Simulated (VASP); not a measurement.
Here is a VASP 6.6.1 calculation.

INCAR

```
PREC     = Accurate       # precision mode
ENCUT    = 520            # plane-wave cutoff, eV
EDIFF    = 1E-6           # SCF threshold, eV
ISMEAR   = 0              # smearing method
SIGMA    = 0.01           # smearing width, eV
LREAL    = F              # projectors in reciprocal space
LASPH    = T              # aspherical terms in the spheres
NELM     = 80             # most SCF steps
ALGO     = Normal         # electronic algorithm
ISIF     = 2              # what is computed and relaxed
LWAVE    = F              # write WAVECAR
LCHARG   = F              # write CHGCAR
GGA      = PE             # functional
NBANDS   = 15             # bands
```

KPOINTS

```
regular mesh
0
Gamma
  4 4 4
```

The input POSCAR:

```
KI
1.0
    0.0000000000      3.5265635528      3.5265635528
    3.5265635528      0.0000000000      3.5265635528
    3.5265635528      3.5265635528      0.0000000000
K I
1 1
Direct
    0.0000000000      0.0000000000      0.0000000000
    0.5000000000      0.5000000000      0.5000000000
```

Potentials or basis: VASP PAW PBE potentials, release 64 (K_sv, I).

Launch:

```bash
$ cat potpaw_PBE.64/K_sv/POTCAR potpaw_PBE.64/I/POTCAR > POTCAR
$ mpirun -np 1 vasp_std > vasp.out
```

Question: Estimate the band gap on the k mesh.

Answer: 3.97 eV.

Question: Estimate the pressure.

Answer: 0.7 GPa.

Caveat: the cell differs from its parent crystal (strain -0.5%); spin-orbit coupling is left out, which moves the levels of the heavy elements.
